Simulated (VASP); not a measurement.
Write the native input for VASP 6.6.1 that does the following.

```
Task                   : relaxation of cell and atoms
Functional             : PBE
Potentials or basis    : VASP PAW PBE potentials, release 64 (Ti_sv, C)
Cutoff                 : 600 eV
k mesh                 : 24 × 24 × 20
Occupations            : gaussian, width 0.1 eV
Spin                   : no spin polarisation
Dipole correction      : no
Further INCAR settings : ALGO = Normal; EDIFF = 1e-07; IBRION = 2; EDIFFG = -0.01; NSW = 100; ISIF = 3
```

The structure of TiC lies in POSCAR:

```
TiC
1.0
    3.0428547317      0.0000000000      0.0000000000
   -1.5214273658      2.6351894977      0.0000000000
    0.0000000000      0.0000000000      2.6968104056
Ti C
1 1
Direct
    0.3333333333      0.6666666667      0.5000000000
    0.6666666667      0.3333333333      0.0000000000
```

These files were run (other wordings do the same):

INCAR

```
PREC = Accurate ; ENCUT = 600
EDIFF = 1E-7 ; ISMEAR = 0
SIGMA = 0.1 ; LREAL = F
LASPH = T ; NELM = 100
ALGO = Normal ; ISIF = 3
LWAVE = F ; LCHARG = F
GGA = PE ; IBRION = 2
NSW = 100 ; EDIFFG = -0.01
```

KPOINTS

```
Automatic mesh
0
Gamma
  24 24 20
```

Potentials or basis: VASP PAW PBE potentials, release 64 (Ti_sv, C).

Run with:

```console
$ cat potpaw_PBE.64/Ti_sv/POTCAR potpaw_PBE.64/C/POTCAR > POTCAR
$ mpirun -np 1 vasp_std > vasp.out
```

It gave:

```json
{
  "Relaxed volume": "10.82 Å³/atom",
  "Relaxed cell": "a = 3.043 Å, b = 3.043 Å, c = 2.699 Å, α = 90.00°, β = 90.00°, γ = 120.00°",
  "Space group after relaxing (to 0.05 Å)": "P-6m2 (No. 187)",
  "Energy gained by relaxing": "0.0 meV/atom",
  "Ionic steps": "2",
  "Pressure after relaxing": "-0.1 GPa",
  "Band gap on the k mesh": "zero (band 8 reaches 8.65 eV, above the bottom of band 9 at 8.52 eV)"
}
```

Wall time 2.1 min on 1 thread of AMD EPYC 9R45 96-Core Processor (Zen 5), on a shared host, peak memory 0.31 GiB.
